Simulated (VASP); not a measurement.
# Al (P6_3/mmc) in VASP: a series of runs

The runs below take Al through single point, with LDA.

Program: VASP 6.6.1. These are calculated values, not measurements. Logs are shortened: lines on timing, memory, paths and dates and some standing lists are left out, and cuts for length are marked.

## Step 1: The cell of the first run

It takes space group P6_3/mmc (No. 194, hexagonal). The conventional cell has a = 2.794 Å, b = 2.794 Å, c = 4.834 Å, α = 90.00°, β = 90.00°, γ = 120.00°. Al (site symmetry -6m2) has 12 Al at 2.79 to 2.91 Å within 3.7 Å.

## Step 2: Single point, LDA

Contents of INCAR:

```
SYSTEM = Al
PREC = Accurate
ENCUT = 520
EDIFF = 1E-6
ISMEAR = -1
SIGMA = 0.05
LREAL = .FALSE.
LASPH = .TRUE.
NELM = 100
ALGO = Normal
ISIF = 2
LWAVE = .FALSE.
LCHARG = .TRUE.
GGA = CA
LELF = .TRUE.
LVHAR = .TRUE.
NBANDS = 10
```

Contents of KPOINTS:

```
Automatic mesh
0
G
  11 11 6
  0 0 0
```

Contents of POSCAR:

```
Al
1.0
    2.7935792435      0.0000000000      0.0000000000
   -1.3967896217      2.4193105923      0.0000000000
    0.0000000000      0.0000000000      4.8341855930
Al
2
Direct
    0.3333333333      0.6666666667      0.2500000000
    0.6666666667      0.3333333333      0.7500000000
```

Potentials or basis: VASP PAW LDA potentials, release 64 (Al).

Run with:

```
cat potpaw_LDA.64/Al/POTCAR > POTCAR
mpirun -np 1 vasp_std > vasp.out
```

OUTCAR:

```text
SYSTEM = Al
   PREC = Accurate
   ENCUT = 520
   EDIFF = 1E-6
   ISMEAR = -1
   LREAL = .FALSE.
   LASPH = .TRUE.
   NELM = 100
   ISIF = 2
   GGA = CA

 ion  position               nearest neighbor table
   1  0.333  0.667  0.250-   2 2.91   2 2.91   2 2.91   2 2.91   2 2.91   2 2.91
   2  0.667  0.333  0.750-   1 2.91   1 2.91   1 2.91   1 2.91   1 2.91   1 2.91

  LATTYP: Found a hexagonal cell.
 ALAT       =     2.7935792435
 C/A-ratio  =     1.7304630267

  Lattice vectors:

 A1 = (   2.7935792435,   0.0000000000,   0.0000000000)
 A2 = (  -1.3967896217,   2.4193105923,   0.0000000000)
 A3 = (   0.0000000000,   0.0000000000,   4.8341855930)

Analysis of symmetry for initial positions (statically):
=====================================================================
 Subroutine PRICEL returns:
 Original cell was already a primitive cell.

 Routine SETGRP: Setting up the symmetry group for a
 hexagonal supercell.

 Subroutine GETGRP returns: Found 24 space group operations
 (whereof 12 operations were pure point group operations)
 out of a pool of 24 trial point group operations.

The static configuration has the point symmetry D_3d.
 The point group associated with its full space group is D_6h.

Analysis of symmetry for dynamics (positions and initial velocities):
=====================================================================
 Subroutine PRICEL returns:
 Original cell was already a primitive cell.

 Routine SETGRP: Setting up the symmetry group for a
 hexagonal supercell.

 Subroutine GETGRP returns: Found 24 space group operations
 (whereof 12 operations were pure point group operations)
 out of a pool of 24 trial point group operations.

The dynamic configuration has the point symmetry D_3d.
 The point group associated with its full space group is D_6h.

 Subroutine INISYM returns: Found 24 space group operations
 (whereof 12 operations are pure point group operations),
 and found     1 'primitive' translations

----------------------------------------------------------------------------------------

                                     Primitive cell

  volume of cell :      32.6720

  direct lattice vectors                    reciprocal lattice vectors
     2.793579243  0.000000000  0.000000000     0.357963714  0.206670446  0.000000000
    -1.396789622  2.419310592  0.000000000     0.000000000  0.413340893  0.000000000
     0.000000000  0.000000000  4.834185593     0.000000000  0.000000000  0.206860076

  length of vectors
     2.793579243  2.793579243  4.834185593     0.413340893  0.413340893  0.206860076

  position of ions in fractional coordinates (direct lattice)
     0.333333333  0.666666667  0.250000000
     0.666666667  0.333333333  0.750000000

  ion indices of the primitive-cell ions
   primitive index   ion index
                 1           1
                 2           2

----------------------------------------------------------------------------------------

 KPOINTS: Automatic mesh

Automatic generation of k-mesh.
 Grid dimensions read from file:
 generate k-points for:   11   11    6

 Generating k-lattice:

  Cartesian coordinates                     Fractional coordinates (reciprocal lattice)
     0.032542156  0.018788222  0.000000000     0.090909091 -0.000000000  0.000000000
     0.000000000  0.037576445  0.000000000     0.000000000  0.090909091  0.000000000
     0.000000000  0.000000000  0.034476679     0.000000000  0.000000000  0.166666667

  Length of vectors
     0.037576445  0.037576445  0.034476679

  Shift w.r.t. Gamma in fractional coordinates (k-lattice)
     0.000000000  0.000000000  0.000000000

 Subroutine IBZKPT returns following result:
 ===========================================

 Found     64 irreducible k-points:

 Following reciprocal coordinates:
            Coordinates               Weight
  0.000000  0.000000  0.000000      1.000000
  0.090909 -0.000000  0.000000      6.000000
  0.181818 -0.000000  0.000000      6.000000
  0.272727 -0.000000  0.000000      6.000000
  0.363636 -0.000000  0.000000      6.000000
  0.454545 -0.000000  0.000000      6.000000
[... 16 lines left out ...]
  0.090909  0.090909  0.166667     12.000000
  0.181818  0.090909  0.166667     24.000000
 [... further k-points ...]
   k-points           NKPTS =     64   k-points in BZ     NKDIM =     64   number of bands    NBANDS=     10
   number of dos      NEDOS =    301   number of ions     NIONS =      2
   total plane-waves  NPLWV =  20736
   dimension x,y,z NGX =    24 NGY =   24 NGZ =   36
   dimension x,y,z NGXF=    48 NGYF=   48 NGZF=   72
   ions per type =               2
   NGX,Y,Z   is equivalent  to a cutoff of  14.28, 14.28, 12.38 a.u.
   NGXF,Y,Z  is equivalent  to a cutoff of  28.56, 28.56, 24.76 a.u.
 SYSTEM =  Al
   PREC   = accura    normal or accurate (medium, high low for compatibility)
   ISTART =      0    job   : 0-new  1-cont  2-samecut
   ICHARG =      2    charge: 1-file 2-atom 10-const
   ISPIN  =      1    spin polarized calculation?
   LNONCOLLINEAR =      F non collinear calculations
   LSORBIT =      F    spin-orbit coupling
   LASPH  =      T    aspherical Exc in radial PAW
   ENCUT  =  520.0 eV  38.22 Ry    6.18 a.u.   5.19  5.19  8.99*2*pi/ulx,y,z
   NELM   =    100;   NELMIN=  2; NELMDL= -5     # of ELM steps
   EDIFF  = 0.1E-05   stopping-criterion for ELM
   LREAL  =      F    real-space projection
   EDIFFG = 0.1E-04   stopping-criterion for IOM
   NSW    =      0    number of steps for IOM
   IBRION =     -1    ionic relax: 0-MD 1-quasi-New 2-CG
   NFREE  =      0    steps in history (QN), initial steepest desc. (CG)
   ISIF   =      2    stress and relaxation
   ISYM   =      2    0-nonsym 1-usesym 2-fastsym
   POTIM  = 0.5000    time-step for ionic-motion
   TEBEG  =    0.0;   TEEND  =   0.0 temperature during run
   PSTRESS=    0.0 pullay stress
   NELECT =       6.0000    total number of electrons
   NUPDOWN=      -1.0000    fix difference up-down
   EMIN   =  10.00;   EMAX   =-10.00  energy-range for DOS
[... 5 lines left out ...]
     AMIX     =   0.40;   BMIX     =  1.00
     AMIX_MAG =   1.60;   BMIX_MAG =  1.00
  volume/ion in A,a.u.               =      16.34       110.24
  Fermi-wavevector in a.u.,A,eV,Ry     =   0.930536  1.758458 11.781252  0.865898
  Thomas-Fermi vector in A             =   2.056935
   LORBIT       =      0    0 simple, 1 ext, 2 COOP (PROOUT), +10 PAW based schemes
   GGA     = CA    functional components
   LHFCALC =     F    Hartree Fock is set to
   AEXX    =    0.0000 exact exchange contribution
   IVDW    =     0    specifies the selected vdW correction
   LEPSILON=     F    determine dielectric tensor
   LRPA    =     F    only Hartree local field effects (RPA)
 non-spin polarized calculation
  energy-cutoff  :      520.00
  volume of cell :       32.67
 maximum number of plane-waves:       898
 NGX is ok and might be reduce to    24
   NGX = 11   NGY = 11   NGZ = 17

 number of electron       6.0000000 magnetization

 Free energy of the ion-electron system (eV)
  ---------------------------------------------------
  ext. energy  EPLUGINS =         0.00000000
  ---------------------------------------------------
  free energy    TOTEN  =        -8.32002987 eV

  energy without entropy =       -8.31554103  energy(sigma->0) =       -8.31778545

 E-fermi :   7.9134     XC(G=0): -10.3799

 val. band max:        7.8470214695   @ k =   0.2727   0.1818   0.3333
 cond. band min:       8.0574480803   @ k =   0.3636   0.0909   0.3333
 fundamental gap:      0.2104266108
 Fermi energy:         7.9134386141

 k-point     1 :       0.0000    0.0000    0.0000
  band No.  band energies     occupation
      1      -3.2787      2.00000
      2       2.7800      2.00000
      3       3.0256      2.00000
      4      19.1111      0.00000
      5      19.3788      0.00000
      6      19.3788      0.00000
      7      19.6173      0.00000
      8      19.6173      0.00000
      9      20.3276      0.00000
     10      22.7465      0.00000

 k-point     2 :       0.0909   -0.0000    0.0000
  band No.  band energies     occupation
      1      -3.0704      2.00000
      2       2.9841      2.00000
      3       3.2197      2.00000
      4      16.2987      0.00000
      5      17.7309      0.00000
      6      18.7044      0.00000
      7      20.0757      0.00000
      8      20.4060      0.00000
      9      21.5674      0.00000
     10      21.8003      0.00000

 k-point     3 :       0.1818   -0.0000    0.0000
  band No.  band energies     occupation
      1      -2.4473      2.00000
      2       3.5905      2.00000
      3       3.8022      2.00000
      4      12.8447      0.00000
      5      16.3242      0.00000
      6      17.2769      0.00000
      7      18.4324      0.00000
      8      18.6533      0.00000
      9      21.1061      0.00000
     10      21.1153      0.00000

 k-point     4 :       0.2727   -0.0000    0.0000
  band No.  band energies     occupation
      1      -1.4153      2.00000
      2       4.5748      2.00000
      3       4.7726      2.00000
      4       9.6377      0.00000
      5      14.8771      0.00000
      6      15.2716      0.00000
      7      15.4921      0.00000
      8      17.0301      0.00000
      9      20.2241      0.00000
     10      21.1207      0.00000
[... 222 lines left out ...]
 k-point    22 :       0.4545   -0.0000    0.1667
  band No.  band energies     occupation
      1       1.9982      2.00000
      2       4.1387      2.00000
      3       6.1068      2.00000
      4       8.1393      0.02160
      5      10.0751      0.00000
      6      12.0669      0.00000
      7      14.3705      0.00000
      8      15.9276      0.00000
      9      17.9331      0.00000
     10      19.7137      0.00000

 k-point    23 :       0.0909    0.0909    0.1667
  band No.  band energies     occupation
      1      -2.4801      2.00000
      2       1.6432      2.00000
      3       5.6614      2.00000
      4      14.6945      0.00000
      5      14.8959      0.00000
      6      17.1460      0.00000
      7      18.5723      0.00000
      8      18.6124      0.00000
      9      21.0392      0.00000
     10      21.3619      0.00000

 k-point    24 :       0.1818    0.0909    0.1667
  band No.  band energies     occupation
      1      -1.6536      2.00000
      2       2.4447      2.00000
      3       6.4258      2.00000
      4      11.4884      0.00000
      5      13.4746      0.00000
      6      15.3634      0.00000
      7      17.1980      0.00000
      8      17.8349      0.00000
      9      19.2054      0.00000
     10      20.4977      0.00000

 [... further k-points ...]
[... 5 lines left out ...]
  --------------------------------------------------------------------------------------
  -------------------------------------------------------------------------------------
  Total       -0.0063586     -0.0063586     -0.9150729     -0.0000000     -0.0000000      0.0000000
  in kB       -0.3118138     -0.3118138    -44.8735406     -0.0000000     -0.0000000      0.0000000
  external PRESSURE =     -15.1657227 kB  Pullay stress =       0.0000000 kB

 VOLUME and BASIS-vectors are now :
 -----------------------------------------------------------------------------
  energy-cutoff  :      520.00
  volume of cell :       32.67
      direct lattice vectors                 reciprocal lattice vectors
     2.793579243  0.000000000  0.000000000     0.357963714  0.206670446  0.000000000
    -1.396789622  2.419310592  0.000000000     0.000000000  0.413340893  0.000000000
     0.000000000  0.000000000  4.834185593     0.000000000  0.000000000  0.206860076

 POSITION                                       TOTAL-FORCE (eV/Angst)
 -----------------------------------------------------------------------------------
     -0.00000      1.61287      1.20855        -0.000000      0.000000      0.000000
      1.39679      0.80644      3.62564         0.000000     -0.000000      0.000000
 -----------------------------------------------------------------------------------
    total drift:                                0.000000     -0.000000     -0.000000

  FREE ENERGIE OF THE ION-ELECTRON SYSTEM (eV)
  ---------------------------------------------------
  free  energy   TOTEN  =        -8.3200298748 eV

  energy  without entropy=       -8.3155410345  energy(sigma->0) =       -8.31778545
```

Wall time 4.6 s (1 thread of Intel Xeon 6975P-C (Granite Rapids), shared host); peak memory 0.13 GiB.

What came out:

```yaml
Free_energy: -8.3200 eV
Pressure: -1.5 GPa
Band_gap_on_the_k_mesh: zero (band 3 reaches 11.38 eV, above the bottom of band 4 at 4.93 eV)
```

Stress tensor (GPa, compression positive):
```
-0.03  0.00  0.00
 0.00 -0.03  0.00
 0.00  0.00 -4.49
```

Levels at points of the mesh, in eV from the Fermi level:
```tsv
k point	band 1	band 2	band 3	band 4	band 5	band 6
(0.00, 0.00, 0.00)	-11.19	-5.13	-4.89	11.20	11.47	11.47
(0.00, 0.00, 0.50)	-9.62	-9.62	2.38	2.38	12.52	12.52
```

## Step 3: Single point, LDA

This run uses another cell than the first one, of 16.67 Å³/atom, 1.020 times its volume.

Contents of INCAR:

```
PREC = Accurate
ENCUT = 520
EDIFF = 1E-6
ISMEAR = -1
SIGMA = 0.05
LREAL = F
LASPH = T
NELM = 100
ALGO = Normal
ISIF = 2
LWAVE = F
LCHARG = F
GGA = CA
NBANDS = 10
```

Contents of KPOINTS:

```
Automatic mesh
0
Gamma
  11 11 6
```

Contents of POSCAR:

```
Al
1.0
    2.8124553515      0.0000000000      0.0000000000
   -1.4062276757      2.4356577814      0.0000000000
    0.0000000000      0.0000000000      4.8668500000
Al
2
Direct
    0.3333333333      0.6666666667      0.2500000000
    0.6666666667      0.3333333333      0.7500000000
```

Potentials or basis: VASP PAW LDA potentials, release 64 (Al).

Run with:

```
cat potpaw_LDA.64/Al/POTCAR > POTCAR
mpirun -np 1 vasp_std > vasp.out
```

Run time: 4.3 s. Hardware: 1 thread of Intel Xeon 6975P-C (Granite Rapids), shared host; peak memory 0.13 GiB.

It converged, with:

| Property | Result |
| --- | --- |
| Free energy | -8.3107 eV |
| Pressure | -3.0 GPa |
| Band gap on the k mesh | zero (band 3 reaches 11.14 eV, above the bottom of band 4 at 4.74 eV) |

Stress tensor (GPa, compression positive):
```
-1.64  0.00  0.00
 0.00 -1.64  0.00
 0.00  0.00 -5.61
```

Levels at points of the mesh, in eV from the Fermi level:
```csv
k point,band 1,band 2,band 3,band 4,band 5,band 6,band 7
"(0.00, 0.00, 0.00)",-11.05,-5.10,-4.80,11.11,11.29,11.29,11.58
"(0.00, 0.00, 0.50)",-9.50,-9.50,2.35,2.35,12.38,12.38,12.38
```

## Step 4: Single point, LDA

This run uses another cell than the first one, of 17.00 Å³/atom, 1.041 times its volume.

Contents of INCAR:

```
SYSTEM = Al
PREC     = Accurate       ! precision mode
ENCUT    = 520            ! plane-wave cutoff, eV
EDIFF    = 1E-7           ! SCF threshold, eV
ISMEAR   = -1             ! smearing method
SIGMA    = 0.05           ! smearing width, eV
LREAL    = .FALSE.        ! projectors in reciprocal space
LASPH    = .TRUE.         ! aspherical terms in the spheres
NELM     = 80             ! most SCF steps
ALGO     = Normal         ! electronic algorithm
ISIF     = 2              ! what is computed and relaxed
LWAVE    = .FALSE.        ! write WAVECAR
LCHARG   = .TRUE.         ! write CHGCAR
LELF     = .TRUE.         ! ELF
LVHAR    = .TRUE.       
NBANDS   = 10             ! bands
```

Contents of KPOINTS:

```
regular mesh
0
G
  11 11 6
  0 0 0
```

Contents of POSCAR:

```
Al
1.0
    2.8310814264      0.0000000000      0.0000000000
   -1.4155407132      2.4517884355      0.0000000000
    0.0000000000      0.0000000000      4.8990817340
Al
2
Direct
    0.3333333333      0.6666666667      0.2500000000
    0.6666666667      0.3333333333      0.7500000000
```

Run with:

```
cat potpaw_LDA.64/Al/POTCAR > POTCAR
mpirun -np 1 vasp_std > vasp.out
```

Wall time 5.2 s (1 thread of Intel Xeon 6975P-C (Granite Rapids), shared host); peak memory 0.13 GiB.

It converged, with:

```
Free energy            : -8.2956 eV
Pressure               : -4.3 GPa
Band gap on the k mesh : zero (band 3 reaches 10.90 eV, above the bottom of band 4 at 4.55 eV)
```

Stress tensor (GPa, compression positive):
```
-3.06  0.00  0.00
 0.00 -3.06  0.00
 0.00  0.00 -6.64
```

Levels at points of the mesh, in eV from the Fermi level:
```csv
k point,band 1,band 2,band 3,band 4,band 5,band 6
"(0.00, 0.00, 0.00)",-10.92,-5.07,-4.72,11.02,11.11,11.11
"(0.00, 0.00, 0.50)",-9.39,-9.39,2.33,2.33,12.25,12.25
```

## Step 5: Single point, LDA

This run uses another cell than the first one, of 17.34 Å³/atom, 1.061 times its volume.

Contents of INCAR:

```
SYSTEM = Al
ALGO = Normal
EDIFF = 1E-7
ENCUT = 520
GGA = CA
ISIF = 2
ISMEAR = -1
LASPH = .TRUE.
LCHARG = .FALSE.
LREAL = .FALSE.
LWAVE = .FALSE.
NBANDS = 10
NELM = 60
PREC = Accurate
SIGMA = 0.05
```

Contents of KPOINTS:

```
k-points
0
G
  11 11 6
  0 0 0
```

Contents of POSCAR:

```
Al
1.0
    2.8494655872      0.0000000000      0.0000000000
   -1.4247327935      2.4677095857      0.0000000000
    0.0000000000      0.0000000000      4.9308948445
Al
2
Direct
    0.3333333333      0.6666666667      0.2500000000
    0.6666666667      0.3333333333      0.7500000000
```

Run with:

```
cat potpaw_LDA.64/Al/POTCAR > POTCAR
mpirun -np 1 vasp_std > vasp.out
```

It took 5.2 s on 1 thread of Intel Xeon 6975P-C (Granite Rapids), shared host; peak memory 0.14 GiB.

Results (log left out):

* Free energy: -8.2755 eV
* Pressure: -5.4 GPa
* Band gap on the k mesh: zero (band 3 reaches 10.68 eV, above the bottom of band 4 at 4.38 eV)

Stress tensor (GPa, compression positive):
```
-4.31  0.00  0.00
 0.00 -4.31  0.00
 0.00  0.00 -7.57
```

Levels at points of the mesh, in eV from the Fermi level:
```csv
k point,band 1,band 2,band 3,band 4,band 5,band 6,band 7
"(0.00, 0.00, 0.00)",-10.79,-5.04,-4.63,10.94,10.94,10.94,11.35
"(0.00, 0.00, 0.50)",-9.28,-9.28,2.30,2.30,12.10,12.10,12.10
```

## Step 6: Overview

| cell | gap on the mesh (eV) | pressure (GPa) |
| --- | --- | --- |
| a = 2.794, b = 2.794, c = 4.834 Å, angles 90.0, 90.0, 120.0°, 2 atoms | none | -1.5 |
| a = 2.812, b = 2.812, c = 4.867 Å, angles 90.0, 90.0, 120.0°, 2 atoms | none | -3.0 |
| a = 2.831, b = 2.831, c = 4.899 Å, angles 90.0, 90.0, 120.0°, 2 atoms | none | -4.3 |
| a = 2.849, b = 2.849, c = 4.931 Å, angles 90.0, 90.0, 120.0°, 2 atoms | none | -5.4 |

Alike in all rows: task single point; level LDA; potentials or basis VASP PAW LDA potentials, release 64 (Al); no spin polarisation; k mesh 11 × 11 × 6; cutoff (eV) 520; smearing fermi-dirac 0.05 eV.

Total energies depend on the potentials used, so only differences within one code and one set of settings carry meaning.
